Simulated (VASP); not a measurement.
Here is a VASP 6.6.1 calculation.

Contents of INCAR:

```
SYSTEM = W
ALGO = Fast ; EDIFF = 1E-7
ENCUT = 520 ; GGA = CA
ISIF = 2 ; ISMEAR = -1
LASPH = .True. ; LCHARG = .True.
LELF = .True. ; LREAL = .False.
LVHAR = .True. ; LWAVE = .False.
NBANDS = 13 ; NELM = 60
PREC = Accurate ; SIGMA = 0.05
```

The input KPOINTS:

```
k-points
0
Gamma
  12 12 12
  0 0 0
```

File POSCAR:

```
W
1.0
   -1.5717249149      1.5717249149      1.5717249149
    1.5717249149     -1.5717249149      1.5717249149
    1.5717249149      1.5717249149     -1.5717249149
W
1
Direct
    0.0000000000      0.0000000000      0.0000000000
```

Potentials or basis: VASP PAW LDA potentials, release 64 (W_sv).

Launch:

```console
$ cat potpaw_LDA.64/W_sv/POTCAR > POTCAR
$ mpirun -np 1 vasp_std > vasp.out
```

Problem. What does it give for the band gap on the k mesh?

Solution. Zero (band 7 reaches 16.92 eV, above the bottom of band 8 at 10.33 eV).

Problem. Estimate the pressure.

Solution. -1.0 GPa.

Caveat: spin-orbit coupling is left out, which moves the levels of the heavy elements.
